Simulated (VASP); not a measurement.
# Ca3Tc (Pm-3m) in VASP: notebook, part 2 of 2

VASP 6.6.1. Earlier steps stand in the parts before.

## (5) Relaxation of cell and atoms, PBE

This run uses another cell than the first one, of 22.48 Å³/atom.

INCAR

```
ALGO     = Normal         # electronic algorithm
EDIFF    = 1E-7           # SCF threshold, eV
EDIFFG   = -0.01          # ionic threshold
ENCUT    = 500            # plane-wave cutoff, eV
GGA      = PE             # functional
GGA_COMPAT= False        
IBRION   = 2              # ionic algorithm
ISIF     = 3              # what is computed and relaxed
ISMEAR   = -1             # smearing method
LASPH    = True           # aspherical terms in the spheres
LCHARG   = False          # write CHGCAR
LREAL    = False          # projectors in reciprocal space
LWAVE    = False          # write WAVECAR
NELM     = 120            # most SCF steps
NELMIN   = 4            
NSW      = 50             # ionic steps
PREC     = Accurate       # precision mode
SIGMA    = 0.05           # smearing width, eV
```

KPOINTS

```
k-points
0
Gamma
  5 5 5
```

POSCAR

```
Ca3Tc
1.0
    4.4800000000      0.0000000000      0.0000000000
    0.0000000000      4.4800000000      0.0000000000
    0.0000000000      0.0000000000      4.4800000000
Tc Ca
1 3
Direct
    0.0000000000      0.0000000000      0.0000000000
    0.0000000000      0.5000000000      0.5000000000
    0.5000000000      0.0000000000      0.5000000000
    0.5000000000      0.5000000000      0.0000000000
```

Potentials or basis: VASP PAW PBE potentials, release 64 (Tc_pv, Ca_sv).

On the command line:

```bash
$ cat potpaw_PBE.64/Tc_pv/POTCAR potpaw_PBE.64/Ca_sv/POTCAR > POTCAR
$ mpirun -np 1 vasp_std > vasp.out
```

OUTCAR:

```text
EDIFF = 1E-7
   EDIFFG = -0.01
   ENCUT = 500
   GGA = PE
   IBRION = 2
   ISIF = 3
   ISMEAR = -1
   LASPH = True
   LREAL = False
   NELM = 120
   NELMIN = 4
   NSW = 50
   PREC = Accurate

 ion  position               nearest neighbor table
   1  0.000  0.000  0.000-   2 3.17   3 3.17   4 3.17   2 3.17   3 3.17   2 3.17   4 3.17   2 3.17
                             3 3.17   4 3.17   3 3.17   4 3.17
   2  0.000  0.500  0.500-   1 3.17   3 3.17   4 3.17   1 3.17   4 3.17   1 3.17   3 3.17   1 3.17
                             3 3.17   4 3.17   4 3.17   3 3.17
   3  0.500  0.000  0.500-   1 3.17   2 3.17   4 3.17   1 3.17   4 3.17   2 3.17   4 3.17   4 3.17
                             1 3.17   2 3.17   1 3.17   2 3.17
   4  0.500  0.500  0.000-   1 3.17   2 3.17   3 3.17   2 3.17   3 3.17   1 3.17   3 3.17   3 3.17
                             1 3.17   2 3.17   2 3.17   1 3.17

  LATTYP: Found a simple cubic cell.
 ALAT       =     4.4800000000

  Lattice vectors:

 A1 = (   4.4800000000,   0.0000000000,   0.0000000000)
 A2 = (   0.0000000000,   4.4800000000,   0.0000000000)
 A3 = (   0.0000000000,   0.0000000000,   4.4800000000)

Analysis of symmetry for initial positions (statically):
=====================================================================
 Subroutine PRICEL returns:
 Original cell was already a primitive cell.

 Routine SETGRP: Setting up the symmetry group for a
 simple cubic supercell.

 Subroutine GETGRP returns: Found 48 space group operations
 (whereof 48 operations were pure point group operations)
 out of a pool of 48 trial point group operations.

The static configuration has the point symmetry O_h .

Analysis of symmetry for dynamics (positions and initial velocities):
=====================================================================
 Subroutine PRICEL returns:
 Original cell was already a primitive cell.

 Routine SETGRP: Setting up the symmetry group for a
 simple cubic supercell.

 Subroutine GETGRP returns: Found 48 space group operations
 (whereof 48 operations were pure point group operations)
 out of a pool of 48 trial point group operations.

The dynamic configuration has the point symmetry O_h .

 Subroutine INISYM returns: Found 48 space group operations
 (whereof 48 operations are pure point group operations),
 and found     1 'primitive' translations

----------------------------------------------------------------------------------------

                                     Primitive cell

  volume of cell :      89.9154

  direct lattice vectors                    reciprocal lattice vectors
     4.480000000  0.000000000  0.000000000     0.223214286  0.000000000  0.000000000
     0.000000000  4.480000000  0.000000000     0.000000000  0.223214286  0.000000000
     0.000000000  0.000000000  4.480000000     0.000000000  0.000000000  0.223214286

  length of vectors
     4.480000000  4.480000000  4.480000000     0.223214286  0.223214286  0.223214286

  position of ions in fractional coordinates (direct lattice)
     0.000000000  0.000000000  0.000000000
     0.000000000  0.500000000  0.500000000
     0.500000000  0.000000000  0.500000000
     0.500000000  0.500000000  0.000000000

  ion indices of the primitive-cell ions
   primitive index   ion index
                 1           1
                 2           2
                 3           3
                 4           4

----------------------------------------------------------------------------------------

 KPOINTS: k-points

Automatic generation of k-mesh.
 Grid dimensions read from file:
 generate k-points for:    5    5    5

 Generating k-lattice:

  Cartesian coordinates                     Fractional coordinates (reciprocal lattice)
     0.044642857  0.000000000  0.000000000     0.200000000  0.000000000  0.000000000
     0.000000000  0.044642857  0.000000000     0.000000000  0.200000000  0.000000000
     0.000000000  0.000000000  0.044642857     0.000000000  0.000000000  0.200000000

  Length of vectors
     0.044642857  0.044642857  0.044642857

  Shift w.r.t. Gamma in fractional coordinates (k-lattice)
     0.000000000  0.000000000  0.000000000

 Subroutine IBZKPT returns following result:
 ===========================================

 Found     10 irreducible k-points:

 Following reciprocal coordinates:
            Coordinates               Weight
  0.000000  0.000000  0.000000      1.000000
  0.200000  0.000000  0.000000      6.000000
  0.400000  0.000000  0.000000      6.000000
  0.200000  0.200000  0.000000     12.000000
  0.400000  0.200000  0.000000     24.000000
  0.400000  0.400000  0.000000     12.000000
  0.200000  0.200000  0.200000      8.000000
  0.400000  0.200000  0.200000     24.000000
  0.400000  0.400000  0.200000     24.000000
  0.400000  0.400000  0.400000      8.000000
   k-points           NKPTS =     10   k-points in BZ     NKDIM =     10   number of bands    NBANDS=     25
   number of dos      NEDOS =    301   number of ions     NIONS =      4
   total plane-waves  NPLWV =  46656
   dimension x,y,z NGX =    36 NGY =   36 NGZ =   36
   dimension x,y,z NGXF=    72 NGYF=   72 NGZF=   72
   ions per type =               1   3
   NGX,Y,Z   is equivalent  to a cutoff of  13.36, 13.36, 13.36 a.u.
   NGXF,Y,Z  is equivalent  to a cutoff of  26.72, 26.72, 26.72 a.u.
 SYSTEM =  unknown system
   PREC   = accura    normal or accurate (medium, high low for compatibility)
   ISTART =      0    job   : 0-new  1-cont  2-samecut
   ICHARG =      2    charge: 1-file 2-atom 10-const
   ISPIN  =      1    spin polarized calculation?
   LNONCOLLINEAR =      F non collinear calculations
   LSORBIT =      F    spin-orbit coupling
   LASPH  =      T    aspherical Exc in radial PAW
   ENCUT  =  500.0 eV  36.75 Ry    6.06 a.u.   8.17  8.17  8.17*2*pi/ulx,y,z
   NELM   =    120;   NELMIN=  4; NELMDL= -5     # of ELM steps
   EDIFF  = 0.1E-06   stopping-criterion for ELM
   LREAL  =      F    real-space projection
   EDIFFG = -.1E-01   stopping-criterion for IOM
   NSW    =     50    number of steps for IOM
   IBRION =      2    ionic relax: 0-MD 1-quasi-New 2-CG
   NFREE  =      1    steps in history (QN), initial steepest desc. (CG)
   ISIF   =      3    stress and relaxation
   ISYM   =      2    0-nonsym 1-usesym 2-fastsym
   POTIM  = 0.5000    time-step for ionic-motion
   TEBEG  =    0.0;   TEEND  =   0.0 temperature during run
   PSTRESS=    0.0 pullay stress
   NELECT =      43.0000    total number of electrons
   NUPDOWN=      -1.0000    fix difference up-down
   EMIN   =  10.00;   EMAX   =-10.00  energy-range for DOS
   EFERMI =   0.00;   METHOD = LEGACY
   ISMEAR =    -1;   SIGMA  =   0.05  broadening in eV -4-tet -1-fermi 0-gaus
   EFERMI_NEDOS =   21; number of points for ismear=-14 and -15
   IALGO  =     38    algorithm
   IMIX   =      4    mixing-type and parameters
     AMIX     =   0.40;   BMIX     =  1.00
     AMIX_MAG =   1.60;   BMIX_MAG =  1.00
  volume/ion in A,a.u.               =      22.48       151.69
  Fermi-wavevector in a.u.,A,eV,Ry     =   1.280225  2.419274 22.299623  1.638976
  Thomas-Fermi vector in A             =   2.412665
   LORBIT       =      0    0 simple, 1 ext, 2 COOP (PROOUT), +10 PAW based schemes
   GGA     = PE    functional components
   LHFCALC =     F    Hartree Fock is set to
   AEXX    =    0.0000 exact exchange contribution
   IVDW    =     0    specifies the selected vdW correction
   LEPSILON=     F    determine dielectric tensor
   LRPA    =     F    only Hartree local field effects (RPA)
 conjugate gradient relaxation of ions
 non-spin polarized calculation
  energy-cutoff  :      500.00
  volume of cell :       89.92
 maximum number of plane-waves:      2305
 NGX is ok and might be reduce to    36
   NGX = 17   NGY = 17   NGZ = 17

--------------------------------------- Ionic step        1  -------------------------------------------

 number of electron      42.9999995 magnetization

 Free energy of the ion-electron system (eV)
  ---------------------------------------------------
  ext. energy  EPLUGINS =         0.00000000
  ---------------------------------------------------
  free energy    TOTEN  =       -13.08380438 eV

  energy without entropy =      -13.04843384  energy(sigma->0) =      -13.06611911

 E-fermi :   5.0269     XC(G=0): -10.2522

 val. band max:        4.9128597026   @ k =   0.4000   0.4000   0.0000
 cond. band min:       5.0341758601   @ k =   0.4000   0.4000   0.2000
 fundamental gap:      0.1213161576
 Fermi energy:         5.0269364809

 k-point     1 :       0.0000    0.0000    0.0000
  band No.  band energies     occupation
      1     -35.3011      2.00000
      2     -35.1057      2.00000
      3     -35.1057      2.00000
      4     -32.4776      2.00000
      5     -32.4776      2.00000
      6     -32.4776      2.00000
[... 342 lines left out ...]
  energy  without entropy=      -13.5251814827  energy(sigma->0) =      -13.55112063

--------------------------------------- Ionic step        3  -------------------------------------------

 number of electron      42.9999987 magnetization

 Free energy of the ion-electron system (eV)
  ---------------------------------------------------
  ext. energy  EPLUGINS =         0.00000000
  ---------------------------------------------------
  free energy    TOTEN  =       -13.57813157 eV

  energy without entropy =      -13.52536111  energy(sigma->0) =      -13.55174634

 E-fermi :   3.7818     XC(G=0):  -9.4307

 val. band max:        3.7402543190   @ k =   0.4000   0.2000   0.2000
 cond. band min:       3.8386740177   @ k =   0.4000   0.4000   0.4000
 fundamental gap:      0.0984196986
 Fermi energy:         3.7817663121

 k-point     1 :       0.0000    0.0000    0.0000
  band No.  band energies     occupation
      1     -36.9712      2.00000
      2     -36.8812      2.00000
      3     -36.8812      2.00000
      4     -33.8653      2.00000
      5     -33.8653      2.00000
      6     -33.8653      2.00000
[... 300 lines left out ...]
  FREE ENERGIE OF THE ION-ELECTRON SYSTEM (eV)
  ---------------------------------------------------
  free  energy   TOTEN  =       -13.5781315733 eV

  energy  without entropy=      -13.5253611116  energy(sigma->0) =      -13.55174634

 reached required accuracy - stopping structural energy minimisation
```

It took 78 s on 1 thread of Intel Xeon 8259CL, shared host; peak memory 0.21 GiB.

Results:

```yaml
Free_energy: -13.5781 eV
Relaxed_volume: 27.35 Å³/atom
Relaxed_cell: a = 4.783 Å, b = 4.783 Å, c = 4.783 Å, α = 90.00°, β = 90.00°, γ = 90.00°
Space_group_after_relaxing_to_0.1_Å: Pm-3m (No. 221)
Energy_gained_by_relaxing: 123.6 meV/atom
Ionic_steps: 3
Pressure_after_relaxing: 0.0 GPa
Band_gap_on_the_k_mesh: zero (an odd number of electrons rules out a gap without spin polarisation)
```

Step by step:
| step | energy change (eV) | largest force (eV/Å) | pressure (GPa) | volume (Å³) |
| --- | --- | --- | --- | --- |
| 1 | 0.0000 | 0.0000 | 9.45 | 89.92 |
| 2 | -0.4933 | 0.0000 | 0.33 | 108.30 |
| 3 | -0.4943 | 0.0000 | -0.02 | 109.42 |

Final structure:
```
CELL_PARAMETERS angstrom
4.78297 0.00000 0.00000
0.00000 4.78297 0.00000
0.00000 0.00000 4.78297
ATOMIC_POSITIONS crystal
Tc 0.00000 0.00000 0.00000
Ca 0.00000 0.50000 0.50000
Ca 0.50000 0.00000 0.50000
Ca 0.50000 0.50000 0.00000
```

Caveat: the volume moved by over 15 % at a fixed basis, so the end points are rough.

## (6) Summary

| task | cell | gap on the mesh (eV) | pressure (GPa) |
| --- | --- | --- | --- |
| single point | a = 4.752 Å, 4 atoms | none | 0.7 |
| single point | a = 4.785 Å, 4 atoms | none | 0.0 |
| single point | a = 4.816 Å, 4 atoms | none | -0.6 |
| relaxation of cell and atoms | relaxed from a = 4.480 Å, 4 atoms | none | 0.0 |

Alike in all rows: level PBE; potentials or basis VASP PAW PBE potentials, release 64 (Tc_pv, Ca_sv); no spin polarisation; k mesh 5 × 5 × 5; cutoff (eV) 500; smearing fermi-dirac 0.05 eV.

Caveats: the volume moved by over 15 % at a fixed basis, so the end points are rough (at least some runs).

Total energies depend on the potentials used, so only differences within one code and one set of settings carry meaning.

The gap in the log of VASP goes by the Fermi energy; the results here count the filled bands.